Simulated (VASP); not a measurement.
# TiC in VASP: further runs

Runs on TiC. Level: PBE. Tasks: single point.

All numbers are computed with VASP 6.6.1; they aren't measurements. Logs are shortened: lines on timing, memory, paths and dates and some standing lists are left out, and cuts for length are marked.

**1. The cell of the first run**

The cell holds a disordered packing, 18 atoms: a = 5.950 Å, b = 5.641 Å, c = 5.900 Å, α = 89.47°, β = 90.90°, γ = 86.68°.

**2. Single point, PBE**

Contents of INCAR:

```
PREC     = Accurate       # precision mode
ENCUT    = 520            # plane-wave cutoff, eV
EDIFF    = 1E-6           # SCF threshold, eV
ISMEAR   = -1             # smearing method
SIGMA    = 0.2602         # smearing width, eV
LREAL    = F              # projectors in reciprocal space
LASPH    = T              # aspherical terms in the spheres
NELM     = 120            # most SCF steps
ALGO     = Normal         # electronic algorithm
ISIF     = 2              # what is computed and relaxed
LWAVE    = F              # write WAVECAR
LCHARG   = F              # write CHGCAR
GGA      = PE             # functional
ISYM     = 0            
NBANDS   = 87             # bands
GGA_COMPAT= F
```

Contents of KPOINTS:

```
Automatic mesh
0
Gamma
  1 1 1
  0.25 0.25 0.25
```

Contents of POSCAR:

```
TiC
1.0
    5.9470330000      0.1677040000     -0.0467090000
    0.1677040000      5.6385680000      0.0272880000
   -0.0467090000      0.0272880000      5.8999950000
Ti C
9 9
Direct
    0.6243610948      0.6808607542      0.1157829717
    0.5300597034      0.7800811387      0.5962079128
    0.2110221059      0.1808122796      0.1285698761
    0.7407694777      0.1508077381      0.3439720474
   -0.0039070625      0.4700089555      0.4941649782
    0.0858464478      0.6360837896      1.0362982252
    0.4570961752      0.2252515123      0.6425232296
    0.8735849535      0.0994354756      0.8569927406
    0.1399079063     -0.1342114683      0.4818372424
    0.2911159217      0.5432664998      0.3132363803
    0.8411773512      0.3678699441      0.0951150158
    0.4696163685     -0.0335445998      0.9071373240
    0.4095665998     -0.0105407964      0.3631281185
    0.9291370376      0.9213972407      0.1656774241
    0.2781048178      0.8481661477      0.8231900603
    0.7475337662      0.5166567622      0.8439354652
    0.6832118183      0.4267230002      0.6130164049
    0.0977260790      0.3174502385      0.7607076117
```

Potentials or basis: VASP PAW PBE potentials, release 64 (Ti_sv, C).

On the command line:

```
> cat potpaw_PBE.64/Ti_sv/POTCAR potpaw_PBE.64/C/POTCAR > POTCAR
> mpirun -np 1 vasp_std > vasp.out
```

OUTCAR:

```text
PREC = Accurate
   ENCUT = 520
   EDIFF = 1E-6
   ISMEAR = -1
   LREAL = F
   LASPH = T
   NELM = 120
   ISIF = 2
   GGA = PE
   ISYM = 0

 ion  position               nearest neighbor table
   1  0.624  0.681  0.116-  16 1.99  11 2.13  12 2.17  14 2.34  10 2.47   6 2.79
   2  0.530  0.780  0.596-  13 1.91  15 2.05  17 2.14  12 2.15  16 2.39   9 2.43   7 2.54   4 2.91

   3  0.211  0.181  0.129-  13 2.06  14 2.30  12 2.33  18 2.37  11 2.39  10 2.39   8 2.61   6 2.68
                             9 2.78
   4  0.741  0.151  0.344-  14 1.98  11 2.02  13 2.22  17 2.25   7 2.48   5 2.58   9 2.89   2 2.91

   5  0.996  0.470  0.494-  18 1.86  17 2.03  10 2.13   9 2.44   4 2.58   6 2.92
   6  0.086  0.636  0.036-  14 1.98  10 2.07  15 2.12  11 2.19  16 2.43  18 2.43   3 2.68   1 2.79
                             5 2.92
   7  0.457  0.225  0.643-  17 1.82  12 2.13  13 2.15  18 2.29   4 2.48   2 2.54   8 2.82
   8  0.874  0.099  0.857-  18 1.95  11 2.08  14 2.08  16 2.43   3 2.61   7 2.82
   9  0.140  0.866  0.482-  13 1.93  15 2.16  10 2.23  14 2.24   2 2.43   5 2.44   3 2.78   4 2.89

  10  0.291  0.543  0.313-   6 2.07   5 2.13   9 2.23   3 2.39   1 2.47
  11  0.841  0.368  0.095-  16 1.76   4 2.02   8 2.08   1 2.13   6 2.19   3 2.39
  12  0.470  0.966  0.907-  15 1.44   7 2.13   2 2.15   1 2.17   3 2.33
  13  0.410  0.989  0.363-   2 1.91   9 1.93   3 2.06   7 2.15   4 2.22
  14  0.929  0.921  0.166-   6 1.98   4 1.98   8 2.08   9 2.24   3 2.30   1 2.34
  15  0.278  0.848  0.823-  12 1.44   2 2.05   6 2.12   9 2.16
  16  0.748  0.517  0.844-  17 1.51  11 1.76   1 1.99   2 2.39   6 2.43   8 2.43
  17  0.683  0.427  0.613-  16 1.51   7 1.82   5 2.03   2 2.14   4 2.25
  18  0.098  0.317  0.761-   5 1.86   8 1.95   7 2.29   3 2.37   6 2.43

IMPORTANT INFORMATION: All symmetrisations will be switched off!
NOSYMM: (Re-)initialisation of all symmetry stuff for point group C_1.

----------------------------------------------------------------------------------------

                                     Primitive cell

  volume of cell :     197.6600

  direct lattice vectors                    reciprocal lattice vectors
     5.947033000  0.167704000 -0.046709000     0.168303068 -0.005012281  0.001355602
     0.167704000  5.638568000  0.027288000    -0.005012281  0.177503236 -0.000860649
    -0.046709000  0.027288000  5.899995000     0.001355602 -0.000860649  0.169506382

  length of vectors
     5.949580478  5.641127401  5.900242992     0.168383144  0.177576075  0.169513987

  position of ions in fractional coordinates (direct lattice)
     0.624361095  0.680860754  0.115782972
     0.530059703  0.780081139  0.596207913
     0.211022106  0.180812280  0.128569876
     0.740769478  0.150807738  0.343972047
     0.996092938  0.470008955  0.494164978
     0.085846448  0.636083790  0.036298225
[... 10 lines left out ...]
     0.683211818  0.426723000  0.613016405
     0.097726079  0.317450239  0.760707612

  ion indices of the primitive-cell ions
   primitive index   ion index
                 1           1
                 2           2
                 3           3
                 4           4
                 5           5
                 6           6
[... 10 lines left out ...]
                17          17
                18          18

----------------------------------------------------------------------------------------

 KPOINTS: Automatic mesh

Automatic generation of k-mesh.
 Grid dimensions read from file:
 generate k-points for:    1    1    1

 Generating k-lattice:

  Cartesian coordinates                     Fractional coordinates (reciprocal lattice)
     0.168303068 -0.005012281  0.001355602     1.000000000 -0.000000000  0.000000000
    -0.005012281  0.177503236 -0.000860649    -0.000000000  1.000000000  0.000000000
     0.001355602 -0.000860649  0.169506382     0.000000000 -0.000000000  1.000000000

  Length of vectors
     0.168383144  0.177576075  0.169513987

  Shift w.r.t. Gamma in fractional coordinates (k-lattice)
     0.250000000  0.250000000  0.250000000

 Subroutine IBZKPT returns following result:
 ===========================================

 Found      1 irreducible k-points:

 Following reciprocal coordinates:
            Coordinates               Weight
  0.250000  0.250000  0.250000      2.000000
   k-points           NKPTS =      1   k-points in BZ     NKDIM =      1   number of bands    NBANDS=     87
   number of dos      NEDOS =    301   number of ions     NIONS =     18
   total plane-waves  NPLWV =  96768
   dimension x,y,z NGX =    48 NGY =   42 NGZ =   48
   dimension x,y,z NGXF=    96 NGYF=   84 NGZF=   96
   ions per type =               9   9
   NGX,Y,Z   is equivalent  to a cutoff of  13.41, 12.38, 13.52 a.u.
   NGXF,Y,Z  is equivalent  to a cutoff of  26.82, 24.76, 27.05 a.u.
 SYSTEM =  unknown system
   PREC   = accura    normal or accurate (medium, high low for compatibility)
   ISTART =      0    job   : 0-new  1-cont  2-samecut
   ICHARG =      2    charge: 1-file 2-atom 10-const
   ISPIN  =      1    spin polarized calculation?
   LNONCOLLINEAR =      F non collinear calculations
   LSORBIT =      F    spin-orbit coupling
   LASPH  =      T    aspherical Exc in radial PAW
   ENCUT  =  520.0 eV  38.22 Ry    6.18 a.u.  11.06 10.49 10.97*2*pi/ulx,y,z
   NELM   =    120;   NELMIN=  2; NELMDL= -5     # of ELM steps
   EDIFF  = 0.1E-05   stopping-criterion for ELM
   LREAL  =      F    real-space projection
   EDIFFG = 0.1E-04   stopping-criterion for IOM
   NSW    =      0    number of steps for IOM
   IBRION =     -1    ionic relax: 0-MD 1-quasi-New 2-CG
   NFREE  =      0    steps in history (QN), initial steepest desc. (CG)
   ISIF   =      2    stress and relaxation
   ISYM   =      0    0-nonsym 1-usesym 2-fastsym
   POTIM  = 0.5000    time-step for ionic-motion
   TEBEG  =    0.0;   TEEND  =   0.0 temperature during run
   PSTRESS=    0.0 pullay stress
   NELECT =     144.0000    total number of electrons
   NUPDOWN=      -1.0000    fix difference up-down
   EMIN   =  10.00;   EMAX   =-10.00  energy-range for DOS
   EFERMI =   0.00;   METHOD = LEGACY
   ISMEAR =    -1;   SIGMA  =   0.26  broadening in eV -4-tet -1-fermi 0-gaus
   EFERMI_NEDOS =   21; number of points for ismear=-14 and -15
   IALGO  =     38    algorithm
   IMIX   =      4    mixing-type and parameters
     AMIX     =   0.40;   BMIX     =  1.00
     AMIX_MAG =   1.60;   BMIX_MAG =  1.00
  volume/ion in A,a.u.               =      10.98        74.10
  Fermi-wavevector in a.u.,A,eV,Ry     =   1.473068  2.783695 29.523676  2.169929
  Thomas-Fermi vector in A             =   2.588006
   LORBIT       =      0    0 simple, 1 ext, 2 COOP (PROOUT), +10 PAW based schemes
   GGA     = PE    functional components
   LHFCALC =     F    Hartree Fock is set to
   AEXX    =    0.0000 exact exchange contribution
   IVDW    =     0    specifies the selected vdW correction
   LEPSILON=     F    determine dielectric tensor
   LRPA    =     F    only Hartree local field effects (RPA)
 non-spin polarized calculation
  energy-cutoff  :      520.00
  volume of cell :      197.66
 maximum number of plane-waves:      5313
 NGX is ok and might be reduce to    48
   NGX = 23   NGY = 21   NGZ = 21

 number of electron     144.0000001 magnetization

 Free energy of the ion-electron system (eV)
  ---------------------------------------------------
  ext. energy  EPLUGINS =         0.00000000
  ---------------------------------------------------
  free energy    TOTEN  =      -151.74764183 eV

  energy without entropy =     -149.51276441  energy(sigma->0) =     -150.63020312

 E-fermi :   8.9289     XC(G=0): -12.1104

 val. band max:        8.8397128860   @ k =   0.2500   0.2500   0.2500
 cond. band min:       9.0461394479   @ k =   0.2500   0.2500   0.2500
 fundamental gap:      0.2064265620
 Fermi energy:         8.9289368376

 k-point     1 :       0.2500    0.2500    0.2500
  band No.  band energies     occupation
      1     -48.1363      2.00000
      2     -47.9331      2.00000
      3     -47.7893      2.00000
      4     -47.6737      2.00000
      5     -47.6306      2.00000
      6     -47.5991      2.00000
[... 76 lines left out ...]
     83      10.7754      0.00165
     84      10.9378      0.00089
 [bands above 84 left out]

------------------------ aborting loop because EDIFF is reached ----------------------------------------

  FORCE on cell =-STRESS in cart. coord.  units (eV):
  Direction    XX          YY          ZZ          XY          YZ          ZX
  --------------------------------------------------------------------------------------
  -------------------------------------------------------------------------------------
  Total       21.4270219     21.3238785      9.2819282     -0.7528794     -4.7007725     -5.9459433
  in kB      173.6815485    172.8454967     75.2367583     -6.1026331    -38.1031697    -48.1961818
  external PRESSURE =     140.5879345 kB  Pullay stress =       0.0000000 kB

 VOLUME and BASIS-vectors are now :
 -----------------------------------------------------------------------------
  energy-cutoff  :      520.00
  volume of cell :      197.66
      direct lattice vectors                 reciprocal lattice vectors
     5.947033000  0.167704000 -0.046709000     0.168303068 -0.005012281  0.001355602
     0.167704000  5.638568000  0.027288000    -0.005012281  0.177503236 -0.000860649
    -0.046709000  0.027288000  5.899995000     0.001355602 -0.000860649  0.169506382

 POSITION                                       TOTAL-FORCE (eV/Angst)
 -----------------------------------------------------------------------------------
      3.82187      3.94695      0.67253        -1.529911      1.794956      1.221303
      3.25526      4.50370      3.51415         3.779603     -4.156907      1.754371
      1.27927      1.05842      0.75364         1.231568     -0.519857     -0.218528
      4.41460      0.98396      1.99895        -1.204680     -0.696974     -2.175268
      5.97954      2.83071      2.88187         0.668741     -0.074627     -0.317623
      0.61551      3.60199      0.22751         0.996601      0.089077     -2.384684
[... 10 lines left out ...]
      4.10601      2.53741      3.59653         2.251595      1.228122      1.469306
      0.59889      1.82711      4.49227         3.439595     -0.678432      1.565976
 -----------------------------------------------------------------------------------
    total drift:                                0.000289     -0.000238      0.000066

  FREE ENERGIE OF THE ION-ELECTRON SYSTEM (eV)
  ---------------------------------------------------
  free  energy   TOTEN  =      -151.7476418278 eV

  energy  without entropy=     -149.5127644118  energy(sigma->0) =     -150.63020312
```

Wall time 2 min (1 thread of AMD EPYC 7R43 (Zen 3), shared host); peak memory 0.24 GiB.

What came out:

* Free energy: -151.7476 eV
* Pressure: 14.1 GPa
* Largest force: 7.708 eV/Å

Forces on the atoms (eV/Å):
```
Ti  -1.530  1.795  1.221
Ti   3.780 -4.157  1.754
Ti   1.232 -0.520 -0.219
Ti  -1.205 -0.697 -2.175
Ti   0.669 -0.075 -0.318
Ti   0.997  0.089 -2.385
Ti  -7.497  0.938  1.524
Ti  -1.715 -0.594 -0.931
Ti  -2.846  1.078 -0.536
C    0.230 -0.962 -0.637
C   -0.293  2.189 -0.618
C    0.697  0.339 -0.040
C    1.728  1.840 -1.179
C    0.221 -1.306  1.252
C   -0.212  1.073  1.095
C    0.053 -1.582 -0.845
C    2.252  1.228  1.469
C    3.440 -0.678  1.566
```

Stress tensor (GPa, compression positive):
```
17.37 -0.61 -4.82
-0.61 17.28 -3.81
-4.82 -3.81  7.52
```

Levels at points of the mesh, in eV from the Fermi level:
```csv
k point,band 68,band 69,band 70,band 71,band 72,band 73,band 74,band 75,band 76,band 77
"(0.25, 0.25, 0.25)",-0.99,-0.80,-0.47,-0.27,-0.09,0.12,0.35,0.48,0.57,0.82
```

Caveat: the k points lie up to 1.12 Å⁻¹ apart, too coarse for converged energies, forces and pressures; the atoms stand as in a frame of molecular dynamics; so wide a smearing shifts energies and pressures.

**3. Single point, PBE**

Contents of INCAR:

```
SYSTEM = TiC
ALGO     = Normal         ! electronic algorithm
EDIFF    = 1E-6           ! SCF threshold, eV
ENCUT    = 520            ! plane-wave cutoff, eV
GGA      = PE             ! functional
GGA_COMPAT= .False.      
ISIF     = 2              ! what is computed and relaxed
ISMEAR   = -1             ! smearing method
ISYM     = 0            
LASPH    = .True.         ! aspherical terms in the spheres
LCHARG   = .False.        ! write CHGCAR
LREAL    = .False.        ! projectors in reciprocal space
LWAVE    = .False.        ! write WAVECAR
NBANDS   = 87             ! bands
NELM     = 120            ! most SCF steps
PREC     = Accurate       ! precision mode
SIGMA    = 0.1448         ! smearing width, eV
```

KPOINTS is that of step 2.

Contents of POSCAR:

```
TiC
1.0
    5.9470330000      0.1677040000     -0.0467090000
    0.1677040000      5.6385680000      0.0272880000
   -0.0467090000      0.0272880000      5.8999950000
Ti C
9 9
Direct
    0.5540347393      0.6681734881      0.1752605367
    0.6142334714      0.7152732962      0.6008674335
    0.1976296042      0.1579994453      0.1356680120
    0.6774187356      0.1318272420      0.2877931676
    0.9630227674      0.4622963009      0.4409667617
    0.0625427919      0.6354664459      0.0030253759
    0.3934750599      0.2527706691      0.7198787830
    0.8318936067      0.0914158391      0.7982515855
    0.0965853393      0.8776119168      0.5269269094
    0.2589600174      0.4928022186      0.2715680567
    0.8670308276      0.3650531431      0.0368840266
    0.4923899179      0.9913962727      0.9367833056
    0.3926581845      0.9170961991      0.4062360985
    0.8676940835      0.7962772243      0.3162179477
    0.3170392882      0.8452640802      0.8865160092
    0.6818965548      0.4753993051      0.8908278753
    0.7119767225      0.3953341996      0.6517842542
    0.0713084422      0.3354292120      0.8419036887
```

Potentials or basis: VASP PAW PBE potentials, release 64 (Ti_sv, C).

On the command line:

```
> cat potpaw_PBE.64/Ti_sv/POTCAR potpaw_PBE.64/C/POTCAR > POTCAR
> mpirun -np 1 vasp_std > vasp.out
```

Wall time 1.8 min (1 thread of AMD EPYC 7R43 (Zen 3), shared host); peak memory 0.24 GiB.

Results (log left out):

| Quantity | Value |
| --- | --- |
| Free energy | -152.9277 eV |
| Pressure | 9.3 GPa |
| Largest force | 4.683 eV/Å |

Forces in eV/Å, atoms in the order of the input:
```
Ti  -0.756  0.817 -3.008
Ti  -1.072  3.480  2.774
Ti   0.785 -1.233  0.901
Ti  -0.444 -0.564 -0.423
Ti   1.412 -1.534 -0.027
Ti   1.391  4.391  0.844
Ti  -1.376  0.361 -1.340
Ti  -0.684 -0.314  1.027
Ti   2.041 -0.238  1.350
C    1.249 -1.367  0.978
C   -0.597 -1.322  0.855
C    1.626 -0.173  0.171
C    0.637  2.763 -1.289
C   -2.525 -0.092 -1.081
C   -0.934 -0.252 -0.181
C    0.129 -1.732 -0.484
C   -1.599 -2.053 -0.433
C    0.717 -0.939 -0.633
```

Stress tensor (GPa, compression positive):
```
 8.41  2.38 -0.77
 2.38 17.78  0.18
-0.77  0.18  1.64
```

Levels at points of the mesh, in eV from the Fermi level:
| k point | band 68 | band 69 | band 70 | band 71 | band 72 | band 73 | band 74 | band 75 | band 76 | band 77 |
| --- | --- | --- | --- | --- | --- | --- | --- | --- | --- | --- |
| (0.25, 0.25, 0.25) | -0.96 | -0.75 | -0.54 | -0.34 | -0.12 | 0.10 | 0.42 | 0.51 | 0.76 | 0.90 |

Caveat: the k points lie up to 1.12 Å⁻¹ apart, too coarse for converged energies, forces and pressures; the atoms stand as in a frame of molecular dynamics.
